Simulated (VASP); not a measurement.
Crystal: SiO2.

```
Si O
1.0
     0.00000    2.26417    2.26417
     2.26417    0.00000    2.26417
     2.26417    2.26417    0.00000
Si O
1 2
Direct
  0.00000 0.00000 0.00000
  0.25000 0.25000 0.25000
  0.75000 0.75000 0.75000
```

Program: VASP 6.6.1. Alike in all runs: task single point; potentials or basis VASP PAW PBE potentials, release 64 (Si, O); no spin polarisation; cell as given; cutoff (eV) 520; smearing gaussian 0.01 eV.

**Question.** Order these runs on this cell by their pressure, lowest first.
A. level PBE; k mesh 8 × 8 × 8
B. level r2SCAN; k mesh 6 × 6 × 6
C. level HSE06; k mesh 6 × 6 × 6; grid for exact exchange (PRECFOCK) Normal; screening parameter 0.2079 1/Å

**Answer.** C (-3.9 GPa), B (0.6 GPa), A (10.3 GPa).

Caveats: the PAW data sets were made with another functional, which shifts forces and pressure a little (some runs).
